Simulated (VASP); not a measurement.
# SrO in VASP: further runs

SrO is run at these levels: PBE; tasks: single point.

All numbers are computed with VASP 6.6.1; they aren't measurements. Logs are shortened: lines on timing, memory, paths and dates and some standing lists are left out, and cuts for length are marked.

**1. The cell of the first run**

It takes space group P6_3mc (No. 186, hexagonal). Conventional cell: a = 3.637 Å, b = 3.637 Å, c = 6.347 Å, α = 90.00°, β = 90.00°, γ = 120.00°. Sr (site symmetry 3m) has 6 O at 2.61 to 2.65 Å within 3.4 Å. O (site symmetry 3m) has 6 Sr at 2.61 to 2.65 Å and 2 O at 3.17 Å within 3.4 Å.

**2. Single point, PBE (atoms displaced along a vibrational mode, the cell strained)**

INCAR reads:

```
SYSTEM = SrO
PREC     = Accurate       ! precision mode
ENCUT    = 520            ! plane-wave cutoff, eV
EDIFF    = 1E-6           ! SCF threshold, eV
ISMEAR   = 0              ! smearing method
SIGMA    = 0.05           ! smearing width, eV
LREAL    = .False.        ! projectors in reciprocal space
LASPH    = .True.         ! aspherical terms in the spheres
NELM     = 80             ! most SCF steps
ALGO     = Normal         ! electronic algorithm
ISIF     = 2              ! what is computed and relaxed
LWAVE    = .False.        ! write WAVECAR
LCHARG   = .False.        ! write CHGCAR
GGA      = PE             ! functional
NBANDS   = 24             ! bands
```

KPOINTS reads:

```
regular mesh
0
Gamma
  9 9 4
  0 0 0
```

POSCAR reads:

```
SrO
1.0
    3.6366829075      0.0000000000      0.0000000000
   -1.8183414538      3.1494597834      0.0000000000
    0.0000000000      0.0000000000      6.3468734168
Sr O
2 2
Direct
    0.3333333333      0.6666666667      0.2508657934
    0.6666666667      0.3333333333      0.7508657934
    0.0000000000      0.0000000000     -0.0047415976
    0.0000000000      0.0000000000      0.4952584024
```

Potentials or basis: VASP PAW PBE potentials, release 64 (Sr_sv, O).

On the command line:

```bash
$ cat potpaw_PBE.64/Sr_sv/POTCAR potpaw_PBE.64/O/POTCAR > POTCAR
$ mpirun -np 1 vasp_std > vasp.out
```

OUTCAR:

```text
SYSTEM = SrO
   PREC = Accurate
   ENCUT = 520
   EDIFF = 1E-6
   ISMEAR = 0
   LREAL = .False.
   LASPH = .True.
   NELM = 80
   ISIF = 2
   GGA = PE

 ion  position               nearest neighbor table
   1  0.333  0.667  0.251-   4 2.61   4 2.61   4 2.61   3 2.65   3 2.65   3 2.65   2 3.81   2 3.81
                             2 3.81   2 3.81   2 3.81   2 3.81
   2  0.667  0.333  0.751-   3 2.61   3 2.61   3 2.61   4 2.65   4 2.65   4 2.65   1 3.81   1 3.81
                             1 3.81   1 3.81   1 3.81   1 3.81
   3  0.000  0.000  0.995-   2 2.61   2 2.61   2 2.61   1 2.65   1 2.65   1 2.65
   4  0.000  0.000  0.495-   1 2.61   1 2.61   1 2.61   2 2.65   2 2.65   2 2.65

  LATTYP: Found a hexagonal cell.
 ALAT       =     3.6366829075
 C/A-ratio  =     1.7452369586

  Lattice vectors:

 A1 = (   3.6366829075,   0.0000000000,   0.0000000000)
 A2 = (  -1.8183414538,   3.1494597834,   0.0000000000)
 A3 = (   0.0000000000,   0.0000000000,   6.3468734168)

Analysis of symmetry for initial positions (statically):
=====================================================================
 Subroutine PRICEL returns:
 Original cell was already a primitive cell.

 Routine SETGRP: Setting up the symmetry group for a
 hexagonal supercell.

 Subroutine GETGRP returns: Found 12 space group operations
 (whereof  6 operations were pure point group operations)
 out of a pool of 24 trial point group operations.

The static configuration has the point symmetry C_3v.
 The point group associated with its full space group is C_6v.

Analysis of symmetry for dynamics (positions and initial velocities):
=====================================================================
 Subroutine PRICEL returns:
 Original cell was already a primitive cell.

 Routine SETGRP: Setting up the symmetry group for a
 hexagonal supercell.

 Subroutine GETGRP returns: Found 12 space group operations
 (whereof  6 operations were pure point group operations)
 out of a pool of 24 trial point group operations.

The dynamic configuration has the point symmetry C_3v.
 The point group associated with its full space group is C_6v.

 Subroutine INISYM returns: Found 12 space group operations
 (whereof  6 operations are pure point group operations),
 and found     1 'primitive' translations

----------------------------------------------------------------------------------------

                                     Primitive cell

  volume of cell :      72.6945
[... 93 lines left out ...]
   EDIFF  = 0.1E-05   stopping-criterion for ELM
   LREAL  =      F    real-space projection
   EDIFFG = 0.1E-04   stopping-criterion for IOM
   NSW    =      0    number of steps for IOM
   IBRION =     -1    ionic relax: 0-MD 1-quasi-New 2-CG
   NFREE  =      0    steps in history (QN), initial steepest desc. (CG)
   ISIF   =      2    stress and relaxation
   ISYM   =      2    0-nonsym 1-usesym 2-fastsym
   POTIM  = 0.5000    time-step for ionic-motion
   TEBEG  =    0.0;   TEEND  =   0.0 temperature during run
   PSTRESS=    0.0 pullay stress
   NELECT =      32.0000    total number of electrons
   NUPDOWN=      -1.0000    fix difference up-down
   EMIN   =  10.00;   EMAX   =-10.00  energy-range for DOS
   EFERMI =   0.00;   METHOD = LEGACY
   ISMEAR =     0;   SIGMA  =   0.05  broadening in eV -4-tet -1-fermi 0-gaus
   EFERMI_NEDOS =   21; number of points for ismear=-14 and -15
   IALGO  =     38    algorithm
   IMIX   =      4    mixing-type and parameters
     AMIX     =   0.40;   BMIX     =  1.00
     AMIX_MAG =   1.60;   BMIX_MAG =  1.00
  volume/ion in A,a.u.               =      18.17       122.64
  Fermi-wavevector in a.u.,A,eV,Ry     =   1.245349  2.353368 21.101193  1.550894
  Thomas-Fermi vector in A             =   2.379575
   LORBIT       =      0    0 simple, 1 ext, 2 COOP (PROOUT), +10 PAW based schemes
   GGA     = PE    functional components
   LHFCALC =     F    Hartree Fock is set to
   AEXX    =    0.0000 exact exchange contribution
   IVDW    =     0    specifies the selected vdW correction
   LEPSILON=     F    determine dielectric tensor
   LRPA    =     F    only Hartree local field effects (RPA)
 non-spin polarized calculation
 Gauss-broadening in eV      SIGMA  =   0.05
  energy-cutoff  :      520.00
  volume of cell :       72.69
 maximum number of plane-waves:      1979
 NGX is ok and might be reduce to    28
   NGX = 13   NGY = 13   NGZ = 23

 number of electron      32.0000001 magnetization

 Free energy of the ion-electron system (eV)
  ---------------------------------------------------
  ext. energy  EPLUGINS =         0.00000000
  ---------------------------------------------------
  free energy    TOTEN  =       -23.71700361 eV

  energy without entropy =      -23.71700361  energy(sigma->0) =      -23.71700361

 E-fermi :   2.1716     XC(G=0):  -9.7079

 val. band max:        1.8683980902   @ k =   0.0000   0.0000   0.0000
 cond. band min:       4.5685352725   @ k =   0.0000   0.0000   0.0000
 fundamental gap:      2.7001371822
 Fermi energy:         2.1716358543

 k-point     1 :       0.0000    0.0000    0.0000
  band No.  band energies     occupation
      1     -31.3175      2.00000
      2     -31.2381      2.00000
      3     -15.0211      2.00000
      4     -13.5629      2.00000
      5     -13.0558      2.00000
      6     -13.0558      2.00000
[... 637 lines left out ...]
     23      11.1330      0.00000
     24      11.1360      0.00000

 [... further k-points ...]

------------------------ aborting loop because EDIFF is reached ----------------------------------------

  FORCE on cell =-STRESS in cart. coord.  units (eV):
  Direction    XX          YY          ZZ          XY          YZ          ZX
  --------------------------------------------------------------------------------------
  -------------------------------------------------------------------------------------
  Total       -1.3596581     -1.3596581     -1.6232777      0.0000000      0.0000000      0.0000000
  in kB      -29.9667025    -29.9667025    -35.7768468      0.0000000      0.0000000      0.0000000
  external PRESSURE =     -31.9034172 kB  Pullay stress =       0.0000000 kB

 VOLUME and BASIS-vectors are now :
 -----------------------------------------------------------------------------
  energy-cutoff  :      520.00
  volume of cell :       72.69
      direct lattice vectors                 reciprocal lattice vectors
     3.636682908  0.000000000  0.000000000     0.274975857  0.158757385  0.000000000
    -1.818341454  3.149459783  0.000000000     0.000000000  0.317514770  0.000000000
     0.000000000  0.000000000  6.346873417     0.000000000  0.000000000  0.157557893

 POSITION                                       TOTAL-FORCE (eV/Angst)
 -----------------------------------------------------------------------------------
     -0.00000      2.09964      1.59221        -0.000000      0.000000     -0.050481
      1.81834      1.04982      4.76565         0.000000     -0.000000     -0.050481
      0.00000      0.00000      6.31678        -0.000000     -0.000000      0.050481
      0.00000      0.00000      3.14334        -0.000000      0.000000      0.050481
 -----------------------------------------------------------------------------------
    total drift:                                0.000000     -0.000000     -0.000470

  FREE ENERGIE OF THE ION-ELECTRON SYSTEM (eV)
  ---------------------------------------------------
  free  energy   TOTEN  =       -23.7170036114 eV

  energy  without entropy=      -23.7170036114  energy(sigma->0) =      -23.71700361
```

stdout:

```text
POSCAR found type information on POSCAR SrO
 POSCAR found :  2 types and       4 ions
 scaLAPACK will be used
 LDA part: xc-table for (Slater+PW92), standard interpolation
 POSCAR, INCAR and KPOINTS ok, starting setup
 FFT: planning ... GRIDC
 FFT: planning ... GRID_SOFT
 FFT: planning ... GRID
 WAVECAR not read
 entering main loop
```

It took 23 s on 1 thread of Intel Xeon 6975P-C (Granite Rapids), shared host; peak memory 0.21 GiB.

Results:

```yaml
Free_energy: -23.7170 eV
Pressure: -3.2 GPa
Largest_force: 0.050 eV/Å
Band_gap_on_the_k_mesh: 2.70 eV
```

Forces in eV/Å, atoms in the order of the input:
```
Sr   0.000  0.000 -0.050
Sr   0.000  0.000 -0.050
O    0.000  0.000  0.050
O    0.000  0.000  0.050
```

Levels at points of the mesh, in eV from the valence-band top:
```csv
k point,band 12,band 13,band 14,band 15,band 16,band 17,band 18,band 19,band 20,band 21
"(0.00, 0.00, 0.00)",-0.94,-0.94,-0.69,-0.69,0.00,2.70,4.84,5.07,6.01,6.01
"(0.00, 0.00, 0.50)",-1.54,-0.84,-0.84,-0.84,-0.84,4.34,4.34,5.71,5.71,6.90
```

Caveat: the cell differs from its parent crystal (atoms displaced along a vibrational mode, the cell strained); the cell stands under tension; an odd mesh through Γ misses points on the zone boundary, where band edges can lie.

**3. Single point, PBE (the cell strained)**

INCAR reads:

```
PREC     = Accurate       # precision mode
ENCUT    = 520            # plane-wave cutoff, eV
EDIFF    = 1E-7           # SCF threshold, eV
ISMEAR   = 0              # smearing method
SIGMA    = 0.05           # smearing width, eV
LREAL    = False          # projectors in reciprocal space
LASPH    = True           # aspherical terms in the spheres
NELM     = 100            # most SCF steps
ALGO     = Normal         # electronic algorithm
ISIF     = 2              # what is computed and relaxed
LWAVE    = False          # write WAVECAR
LCHARG   = True           # write CHGCAR
GGA      = PE             # functional
LELF     = True           # ELF
LVHAR    = True         
NBANDS   = 24             # bands
```

KPOINTS reads:

```
regular mesh
0
Gamma
  9 9 4
```

POSCAR reads:

```
SrO
1.0
    3.6366829075      0.0000000000      0.0000000000
   -1.8183414538      3.1494597834      0.0000000000
    0.0000000000      0.0000000000      6.3468734168
Sr O
2 2
Direct
    0.3333333333      0.6666666667      0.2500000000
    0.6666666667      0.3333333333      0.7500000000
    0.0000000000      0.0000000000      0.0000000000
    0.0000000000      0.0000000000      0.5000000000
```

Potentials or basis: VASP PAW PBE potentials, release 64 (Sr_sv, O).

On the command line:

```bash
$ cat potpaw_PBE.64/Sr_sv/POTCAR potpaw_PBE.64/O/POTCAR > POTCAR
$ mpirun -np 1 vasp_std > vasp.out
```

It took 27 s on 1 thread of Intel Xeon 6975P-C (Granite Rapids), shared host; peak memory 0.21 GiB.

The run converged. Its results:

```
Free energy            : -23.7188 eV
Pressure               : -3.2 GPa
Band gap on the k mesh : 2.70 eV
```

Stress tensor (GPa, compression positive):
```
-3.02  0.00  0.00
 0.00 -3.02  0.00
 0.00  0.00 -3.61
```

Levels at points of the mesh, in eV from the valence-band top:
```
           k point  band 12  band 13  band 14  band 15  band 16  band 17  band 18  band 19  band 20  band 21
(0.00, 0.00, 0.00)    -0.94    -0.94    -0.70    -0.70     0.00     2.70     4.83     5.05     6.01     6.01
(0.00, 0.00, 0.50)    -1.54    -0.84    -0.84    -0.84    -0.84     4.33     4.33     5.70     5.70     6.89
```

Caveat: the cell differs from its parent crystal (the cell strained); the cell stands under tension; an odd mesh through Γ misses points on the zone boundary, where band edges can lie.

(Continued in part 2 of 2.)
